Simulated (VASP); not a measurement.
# SiC (Cm) in VASP: further runs

SiC is run at these levels: PBE; tasks: single point.

All numbers are computed with VASP 6.6.1; they aren't measurements. Logs are shortened: lines on timing, memory, paths and dates and some standing lists are left out, and cuts for length are marked.

## Step 1: The cell of the first run

The structure is monoclinic, space group Cm (No. 8). The conventional cell has a = 5.359 Å, b = 3.094 Å, c = 10.139 Å, α = 90.00°, β = 92.52°, γ = 90.00°. Si (site symmetry m) has 4 C at 1.90 Å within 2.5 Å. Si (site symmetry m) has 4 C at 1.90 to 1.96 Å within 2.5 Å. Within 2.5 Å of Si (site symmetry m) lie 4 C at 1.89 to 1.90 Å. Within 2.5 Å of Si (site symmetry m) lie 4 C at 1.89 to 1.90 Å. C (site symmetry m) has 4 Si at 1.89 to 1.90 Å within 2.5 Å. Within 2.5 Å of C (site symmetry m) lie 4 Si at 1.89 to 1.96 Å. Within 2.5 Å of C (site symmetry m) lie 4 Si at 1.90 Å. C (site symmetry m) has 4 Si at 1.90 Å within 2.5 Å.

## Step 2: Single point, PBE (the part above a cut slid along it)

INCAR reads:

```
ALGO = Normal
EDIFF = 1E-6
ENCUT = 520
GGA = PE
ISIF = 2
ISMEAR = 0
LASPH = T
LCHARG = F
LREAL = F
LWAVE = F
NBANDS = 26
NELM = 80
PREC = Accurate
SIGMA = 0.05
```

KPOINTS reads:

```
k-points
0
Gamma
  10 10 3
```

POSCAR reads:

```
SiC
1.0
   -3.0941201809      0.0000000000      0.0000000000
   -1.5470600905     -2.6795866790      0.0000000000
   -0.3866103166     -0.2232095704     10.1293391998
Si C
4 4
Direct
    0.6171827858      0.6171827858      0.5940441877
    0.3254994525      0.3254994525      0.0940441877
    0.9713365069      0.9713365069      0.3440995566
    0.9296865069      0.9296865069      0.8440995566
    0.6328462464      0.6328462464      0.4060074460
    0.2578629131      0.2578629131      0.9060074460
   -0.0130487625     -0.0130487625      0.1566478097
   -0.0546987625     -0.0546987625      0.6566478097
```

Potentials or basis: VASP PAW PBE potentials, release 64 (Si, C).

Run with:

```sh
$ cat potpaw_PBE.64/Si/POTCAR potpaw_PBE.64/C/POTCAR > POTCAR
$ mpirun -np 1 vasp_std > vasp.out
```

OUTCAR:

```text
EDIFF = 1E-6
   ENCUT = 520
   GGA = PE
   ISIF = 2
   ISMEAR = 0
   LASPH = T
   LREAL = F
   NELM = 80
   PREC = Accurate

 ion  position               nearest neighbor table
   1  0.617  0.617  0.594-   8 1.90   8 1.90   8 1.90   5 1.90   3 3.10   3 3.10   3 3.10   4 3.10
                             4 3.10   4 3.10
   2  0.325  0.325  0.094-   7 1.90   7 1.90   7 1.90   6 1.96   4 3.00   4 3.00   3 3.10   3 3.10
                             3 3.10
   3  0.971  0.971  0.344-   5 1.89   5 1.89   5 1.89   7 1.90   1 3.10   1 3.10   1 3.10   2 3.10
                             2 3.10   2 3.10
   4  0.930  0.930  0.844-   6 1.89   6 1.89   6 1.89   8 1.90   2 3.00   2 3.00   1 3.10   1 3.10
                             1 3.10
   5  0.633  0.633  0.406-   3 1.89   3 1.89   3 1.89   1 1.90
   6  0.258  0.258  0.906-   4 1.89   4 1.89   4 1.89   2 1.96
   7  0.987  0.987  0.157-   2 1.90   2 1.90   2 1.90   3 1.90
   8  0.945  0.945  0.657-   1 1.90   1 1.90   1 1.90   4 1.90

  LATTYP: Found a base centered monoclinic cell.
 ALAT       =     5.3591733581
 B/A-ratio  =     0.5773502692
 C/A-ratio  =     1.8919282916
 COS(beta)  =    -0.0440291529

  Lattice vectors:

 A1 = (   3.0941201809,   0.0000000000,   0.0000000000)
 A2 = (   1.5470600905,   2.6795866790,   0.0000000000)
 A3 = (  -0.3866103166,  -0.2232095704,  10.1293391998)

Analysis of symmetry for initial positions (statically):
=====================================================================
 Subroutine PRICEL returns:
 Original cell was already a primitive cell.

 Routine SETGRP: Setting up the symmetry group for a
 base centered monoclinic supercell.

 Subroutine GETGRP returns: Found  2 space group operations
 (whereof  2 operations were pure point group operations)
 out of a pool of  4 trial point group operations.

The static configuration has the point symmetry C_1h.

Analysis of symmetry for dynamics (positions and initial velocities):
=====================================================================
 Subroutine PRICEL returns:
 Original cell was already a primitive cell.

 Routine SETGRP: Setting up the symmetry group for a
 base centered monoclinic supercell.

 Subroutine GETGRP returns: Found  2 space group operations
 (whereof  2 operations were pure point group operations)
 out of a pool of  4 trial point group operations.

The dynamic configuration has the point symmetry C_1h.

 Subroutine INISYM returns: Found  2 space group operations
 (whereof  2 operations are pure point group operations),
 and found     1 'primitive' translations

----------------------------------------------------------------------------------------

                                     Primitive cell

  volume of cell :      83.9820

  direct lattice vectors                    reciprocal lattice vectors
    -3.094120181  0.000000000  0.000000000    -0.323193652  0.186595942 -0.008223636
    -1.547060091 -2.679586679  0.000000000     0.000000000 -0.373191884 -0.008223636
    -0.386610317 -0.223209570 10.129339200     0.000000000  0.000000000  0.098723123

  length of vectors
     3.094120181  3.094120181 10.139171696     0.373282480  0.373282480  0.098723123

  position of ions in fractional coordinates (direct lattice)
     0.617182786  0.617182786  0.594044188
     0.325499452  0.325499452  0.094044188
     0.971336507  0.971336507  0.344099557
     0.929686507  0.929686507  0.844099557
     0.632846246  0.632846246  0.406007446
     0.257862913  0.257862913  0.906007446
     0.986951238  0.986951238  0.156647810
     0.945301237  0.945301237  0.656647810

  ion indices of the primitive-cell ions
   primitive index   ion index
                 1           1
                 2           2
                 3           3
                 4           4
                 5           5
                 6           6
                 7           7
                 8           8

----------------------------------------------------------------------------------------

 KPOINTS: k-points

Automatic generation of k-mesh.
 Grid dimensions read from file:
 generate k-points for:   10   10    3

 Generating k-lattice:

  Cartesian coordinates                     Fractional coordinates (reciprocal lattice)
    -0.032319365  0.018659594 -0.000822364     0.100000000  0.000000000  0.000000000
     0.000000000 -0.037319188 -0.000822364     0.000000000  0.100000000  0.000000000
     0.000000000  0.000000000  0.032907708     0.000000000  0.000000000  0.333333333

  Length of vectors
     0.037328248  0.037328248  0.032907708

  Shift w.r.t. Gamma in fractional coordinates (k-lattice)
     0.000000000  0.000000000  0.000000000

 Subroutine IBZKPT returns following result:
 ===========================================

 Found     86 irreducible k-points:

 Following reciprocal coordinates:
            Coordinates               Weight
  0.000000  0.000000  0.000000      1.000000
  0.100000  0.000000 -0.000000      4.000000
  0.200000  0.000000 -0.000000      4.000000
  0.300000  0.000000  0.000000      4.000000
  0.400000 -0.000000 -0.000000      4.000000
  0.500000  0.000000  0.000000      2.000000
[... 16 lines left out ...]
  0.300000  0.300000 -0.000000      2.000000
  0.400000  0.300000 -0.000000      4.000000
 [... further k-points ...]
   k-points           NKPTS =     86   k-points in BZ     NKDIM =     86   number of bands    NBANDS=     26
   number of dos      NEDOS =    301   number of ions     NIONS =      8
   total plane-waves  NPLWV =  46080
   dimension x,y,z NGX =    24 NGY =   24 NGZ =   80
   dimension x,y,z NGXF=    48 NGYF=   48 NGZF=  160
   ions per type =               4   4
   NGX,Y,Z   is equivalent  to a cutoff of  12.90, 12.90, 13.12 a.u.
   NGXF,Y,Z  is equivalent  to a cutoff of  25.79, 25.79, 26.23 a.u.
 SYSTEM =  unknown system
   PREC   = accura    normal or accurate (medium, high low for compatibility)
   ISTART =      0    job   : 0-new  1-cont  2-samecut
   ICHARG =      2    charge: 1-file 2-atom 10-const
   ISPIN  =      1    spin polarized calculation?
   LNONCOLLINEAR =      F non collinear calculations
   LSORBIT =      F    spin-orbit coupling
   LASPH  =      T    aspherical Exc in radial PAW
   ENCUT  =  520.0 eV  38.22 Ry    6.18 a.u.   5.75  5.75 18.85*2*pi/ulx,y,z
   NELM   =     80;   NELMIN=  2; NELMDL= -5     # of ELM steps
   EDIFF  = 0.1E-05   stopping-criterion for ELM
   LREAL  =      F    real-space projection
   EDIFFG = 0.1E-04   stopping-criterion for IOM
   NSW    =      0    number of steps for IOM
   IBRION =     -1    ionic relax: 0-MD 1-quasi-New 2-CG
   NFREE  =      0    steps in history (QN), initial steepest desc. (CG)
   ISIF   =      2    stress and relaxation
   ISYM   =      2    0-nonsym 1-usesym 2-fastsym
   POTIM  = 0.5000    time-step for ionic-motion
   TEBEG  =    0.0;   TEEND  =   0.0 temperature during run
   PSTRESS=    0.0 pullay stress
   NELECT =      32.0000    total number of electrons
   NUPDOWN=      -1.0000    fix difference up-down
   EMIN   =  10.00;   EMAX   =-10.00  energy-range for DOS
   EFERMI =   0.00;   METHOD = LEGACY
   ISMEAR =     0;   SIGMA  =   0.05  broadening in eV -4-tet -1-fermi 0-gaus
   EFERMI_NEDOS =   21; number of points for ismear=-14 and -15
   IALGO  =     38    algorithm
   IMIX   =      4    mixing-type and parameters
     AMIX     =   0.40;   BMIX     =  1.00
     AMIX_MAG =   1.60;   BMIX_MAG =  1.00
  volume/ion in A,a.u.               =      10.50        70.84
  Fermi-wavevector in a.u.,A,eV,Ry     =   1.186851  2.242823 19.165368  1.408615
  Thomas-Fermi vector in A             =   2.323015
   LORBIT       =      0    0 simple, 1 ext, 2 COOP (PROOUT), +10 PAW based schemes
   GGA     = PE    functional components
   LHFCALC =     F    Hartree Fock is set to
   AEXX    =    0.0000 exact exchange contribution
   IVDW    =     0    specifies the selected vdW correction
   LEPSILON=     F    determine dielectric tensor
   LRPA    =     F    only Hartree local field effects (RPA)
 non-spin polarized calculation
 Gauss-broadening in eV      SIGMA  =   0.05
  energy-cutoff  :      520.00
  volume of cell :       83.98
 maximum number of plane-waves:      2277
   NGX = 11   NGY = 11   NGZ = 37

 number of electron      32.0000001 magnetization

 Free energy of the ion-electron system (eV)
  ---------------------------------------------------
  ext. energy  EPLUGINS =         0.00000000
  ---------------------------------------------------
  free energy    TOTEN  =       -59.94839088 eV

  energy without entropy =      -59.94839088  energy(sigma->0) =      -59.94839088

 E-fermi :   8.5175     XC(G=0): -11.2993

 val. band max:        8.3051955124   @ k =   0.0000   0.0000   0.0000
 cond. band min:      10.0621340904   @ k =   0.5000   0.0000   0.0000
 fundamental gap:      1.7569385780
 Fermi energy:         8.5174593323

 k-point     1 :       0.0000    0.0000    0.0000
  band No.  band energies     occupation
      1      -7.3473      2.00000
      2      -6.1908      2.00000
      3      -6.1399      2.00000
      4      -3.8372      2.00000
      5      -0.4877      2.00000
      6       3.6511      2.00000
[... 18 lines left out ...]
     25      15.2887      0.00000
     26      15.7220      0.00000

 k-point     2 :       0.1000    0.0000   -0.0000
  band No.  band energies     occupation
      1      -7.1756      2.00000
      2      -6.0309      2.00000
      3      -5.9670      2.00000
      4      -3.6920      2.00000
      5      -0.3309      2.00000
      6       3.6918      2.00000
[... 18 lines left out ...]
     25      15.5334      0.00000
[... 608 lines left out ...]
     25      16.5386      0.00000
     26      16.9293      0.00000

 k-point    24 :       0.4000    0.3000   -0.0000
  band No.  band energies     occupation
      1      -5.2118      2.00000
      2      -4.2732      2.00000
      3      -4.0368      2.00000
      4      -2.4062      2.00000
      5       0.7985      2.00000
      6       1.1741      2.00000
[... 18 lines left out ...]
     25      16.5189      0.00000
     26      16.9225      0.00000

 [... further k-points ...]

------------------------ aborting loop because EDIFF is reached ----------------------------------------

  FORCE on cell =-STRESS in cart. coord.  units (eV):
  Direction    XX          YY          ZZ          XY          YZ          ZX
  --------------------------------------------------------------------------------------
  -------------------------------------------------------------------------------------
  Total       -0.2838740     -0.3851571      0.0401346      0.0877137      1.7276002      2.9922913
  in kB       -5.4156432     -7.3478848      0.7656738      1.6733703     32.9585211     57.0858344
  external PRESSURE =      -3.9992847 kB  Pullay stress =       0.0000000 kB

 VOLUME and BASIS-vectors are now :
 -----------------------------------------------------------------------------
  energy-cutoff  :      520.00
  volume of cell :       83.98
      direct lattice vectors                 reciprocal lattice vectors
    -3.094120181  0.000000000  0.000000000    -0.323193652  0.186595942 -0.008223636
    -1.547060091 -2.679586679  0.000000000     0.000000000 -0.373191884 -0.008223636
    -0.386610317 -0.223209570 10.129339200     0.000000000  0.000000000  0.098723123

 POSITION                                       TOTAL-FORCE (eV/Angst)
 -----------------------------------------------------------------------------------
     -3.09412     -1.78639      6.01728         0.032868      0.018976      0.031783
     -1.54706     -0.89320      0.95261         0.945784      0.546049     -0.253958
     -4.64118     -2.67959      3.48550         0.108818      0.062826      0.065964
     -4.64118     -2.67959      8.55017        -0.035489     -0.020489     -0.059199
     -3.09412     -1.78639      4.11259         0.004600      0.002656     -0.027050
     -1.54706     -0.89320      9.17726        -1.039463     -0.600134      0.220764
     -4.64118     -2.67959      1.58674         0.083933      0.048459      0.069487
     -4.64118     -2.67959      6.65141        -0.101051     -0.058342     -0.047791
 -----------------------------------------------------------------------------------
    total drift:                               -0.000324     -0.000187     -0.000443

  FREE ENERGIE OF THE ION-ELECTRON SYSTEM (eV)
  ---------------------------------------------------
  free  energy   TOTEN  =       -59.9483908809 eV

  energy  without entropy=      -59.9483908809  energy(sigma->0) =      -59.94839088
```

Wall time 2.5 min (1 thread of Intel Xeon 8259CL, shared host); peak memory 0.28 GiB.

Results:

| Item | Value |
| --- | --- |
| Free energy | -59.9484 eV |
| Pressure | -0.4 GPa |
| Largest force | 1.220 eV/Å |
| Band gap on the k mesh | 1.76 eV (least direct gap 3.02 eV) |

Forces in eV/Å, atoms in the order of the input:
```
Si   0.033  0.019  0.032
Si   0.946  0.546 -0.254
Si   0.109  0.063  0.066
Si  -0.035 -0.020 -0.059
C    0.005  0.003 -0.027
C   -1.039 -0.600  0.221
C    0.084  0.048  0.069
C   -0.101 -0.058 -0.048
```

Stress tensor (GPa, compression positive):
```
-0.54  0.17  5.71
 0.17 -0.73  3.30
 5.71  3.30  0.08
```

Caveat: the cell differs from its parent crystal (the part above a cut slid along it); forces of over 1 eV/Å act on the atoms, so gaps and moduli don't describe the material at rest. A k mesh can miss the band edges.

## Step 3: Single point, PBE (the part above a cut slid along it)

INCAR reads:

```
  PREC = Accurate
  ENCUT = 520
  EDIFF = 1E-6
  ISMEAR = 0
  SIGMA = 0.05
  LREAL = F
  LASPH = T
  NELM = 60
  ALGO = Normal
  ISIF = 2
  LWAVE = F
  LCHARG = F
  GGA = PE
  NBANDS = 26
```

KPOINTS reads:

```
regular mesh
0
Gamma
  10 10 3
```

POSCAR reads:

```
SiC
1.0
   -3.0941201809      0.0000000000      0.0000000000
   -1.5470600905     -2.6795866790      0.0000000000
   -1.1602950678     -0.6698966697     10.1293391998
Si C
4 4
Direct
    0.5181556197      0.5181556197      0.5940441877
    0.3098222864      0.3098222864      0.0940441877
    0.9139751109      0.9139751108      0.3440995566
    0.7889751109      0.7889751109      0.8440995566
    0.5651648052      0.5651648052      0.4060074460
    0.1068314718      0.1068314718      0.9060074460
   -0.0391619524     -0.0391619524      0.1566478097
   -0.1641619524     -0.1641619524      0.6566478097
```

Potentials or basis: VASP PAW PBE potentials, release 64 (Si, C).

Run with:

```sh
$ cat potpaw_PBE.64/Si/POTCAR potpaw_PBE.64/C/POTCAR > POTCAR
$ mpirun -np 1 vasp_std > vasp.out
```

OUTCAR:

```text
PREC = Accurate
   ENCUT = 520
   EDIFF = 1E-6
   ISMEAR = 0
   LREAL = F
   LASPH = T
   NELM = 60
   ISIF = 2
   GGA = PE

 ion  position               nearest neighbor table
   1  0.518  0.518  0.594-   8 1.90   8 1.90   8 1.90   5 1.90   3 3.10   3 3.10   3 3.10   4 3.10
                             4 3.10   4 3.10
   2  0.310  0.310  0.094-   7 1.90   7 1.90   7 1.90   6 2.33   4 3.00   4 3.00   3 3.10   3 3.10
                             3 3.10
   3  0.914  0.914  0.344-   5 1.89   5 1.89   5 1.89   7 1.90   1 3.10   1 3.10   1 3.10   2 3.10
                             2 3.10   2 3.10
   4  0.789  0.789  0.844-   6 1.89   6 1.89   6 1.89   8 1.90   2 3.00   2 3.00   1 3.10   1 3.10
                             1 3.10
[... 915 lines left out ...]
  in kB      -53.1499269    -38.7324806     80.4644352    -12.4858747     64.8475520    112.3192618
  external PRESSURE =      -3.8059908 kB  Pullay stress =       0.0000000 kB

 VOLUME and BASIS-vectors are now :
 -----------------------------------------------------------------------------
  energy-cutoff  :      520.00
  volume of cell :       83.98
      direct lattice vectors                 reciprocal lattice vectors
    -3.094120181  0.000000000  0.000000000    -0.323193652  0.186595942 -0.024680781
    -1.547060091 -2.679586679  0.000000000     0.000000000 -0.373191884 -0.024680781
    -1.160295068 -0.669896670 10.129339200     0.000000000  0.000000000  0.098723123

 POSITION                                       TOTAL-FORCE (eV/Angst)
 -----------------------------------------------------------------------------------
     -3.09412     -1.78639      6.01728         0.069776      0.040285      0.146078
     -1.54706     -0.89320      0.95261         1.289677      0.744595     -0.322089
     -4.64118     -2.67959      3.48550         0.272383      0.157261      0.463825
     -4.64118     -2.67959      8.55017         0.172345      0.099504     -0.102856
     -3.09412     -1.78639      4.11259        -0.006391     -0.003690     -0.106649
     -1.54706     -0.89320      9.17726        -2.122171     -1.225236     -0.742531
     -4.64118     -2.67959      1.58674         0.537972      0.310598      0.924295
     -4.64118     -2.67959      6.65141        -0.213591     -0.123317     -0.260073
 -----------------------------------------------------------------------------------
    total drift:                               -0.000076     -0.000044     -0.000222

  FREE ENERGIE OF THE ION-ELECTRON SYSTEM (eV)
  ---------------------------------------------------
  free  energy   TOTEN  =       -57.8907111399 eV

  energy  without entropy=      -57.8907111399  energy(sigma->0) =      -57.89071114
```

OSZICAR:

```text
N       E                     dE             d eps       ncg     rms          rms(c)
DAV:   1     0.724685497540E+02    0.72469E+02   -0.14416E+04  4472   0.111E+03
DAV:   2    -0.581306338644E+02   -0.13060E+03   -0.12047E+03  5732   0.192E+02
DAV:   3    -0.651131246269E+02   -0.69825E+01   -0.69206E+01  6054   0.416E+01
DAV:   4    -0.652045538597E+02   -0.91429E-01   -0.91284E-01  5792   0.549E+00
DAV:   5    -0.652062232241E+02   -0.16694E-02   -0.16681E-02  6034   0.696E-01    0.171E+01
DAV:   6    -0.580282474394E+02    0.71780E+01   -0.19240E+01  5704   0.193E+01    0.754E+00
DAV:   7    -0.579262733523E+02    0.10197E+00   -0.19088E+00  6096   0.649E+00    0.337E+00
DAV:   8    -0.578936584377E+02    0.32615E-01   -0.11632E-01  5496   0.170E+00    0.115E+00
DAV:   9    -0.578901819530E+02    0.34765E-02   -0.14799E-02  5976   0.715E-01    0.213E-01
DAV:  10    -0.578905427500E+02   -0.36080E-03   -0.13518E-03  5666   0.211E-01    0.106E-01
DAV:  11    -0.578906964180E+02   -0.15367E-03   -0.18671E-04  5696   0.788E-02    0.322E-02
DAV:  12    -0.578907088840E+02   -0.12466E-04   -0.18092E-05  6160   0.308E-02    0.133E-02
DAV:  13    -0.578907109793E+02   -0.20953E-05   -0.76404E-06  5552   0.162E-02    0.574E-03
DAV:  14    -0.578907111399E+02   -0.16060E-06   -0.64872E-07  3034   0.497E-03
   1 F= -.57890711E+02 E0= -.57890711E+02  d E =-.322168E-12
```

stdout:

```text
POSCAR found type information on POSCAR SiC
 POSCAR found :  2 types and       8 ions
 scaLAPACK will be used
 LDA part: xc-table for (Slater+PW92), standard interpolation
 POSCAR, INCAR and KPOINTS ok, starting setup
 FFT: planning ... GRIDC
 FFT: planning ... GRID_SOFT
 FFT: planning ... GRID
 WAVECAR not read
 entering main loop
```

It took 3 min on 1 thread of Intel Xeon 8259CL, shared host; peak memory 0.29 GiB.

What came out:

- Free energy: -57.8907 eV
- Pressure: -0.4 GPa
- Largest force: 2.561 eV/Å
- Band gap on the k mesh: 0.63 eV (least direct gap 1.22 eV)

Forces in eV/Å, atoms in the order of the input:
```
Si   0.070  0.040  0.146
Si   1.290  0.745 -0.322
Si   0.272  0.157  0.464
Si   0.172  0.100 -0.103
C   -0.006 -0.004 -0.107
C   -2.122 -1.225 -0.743
C    0.538  0.311  0.924
C   -0.214 -0.123 -0.260
```

Caveat: the cell differs from its parent crystal (the part above a cut slid along it); the stress differs along the axes, from -5 to 8 GPa; semilocal functionals underestimate gaps, and a narrow one can read as zero; forces of over 1 eV/Å act on the atoms, so gaps and moduli don't describe the material at rest. A k mesh can miss the band edges.

(Continued in part 2 of 2.)
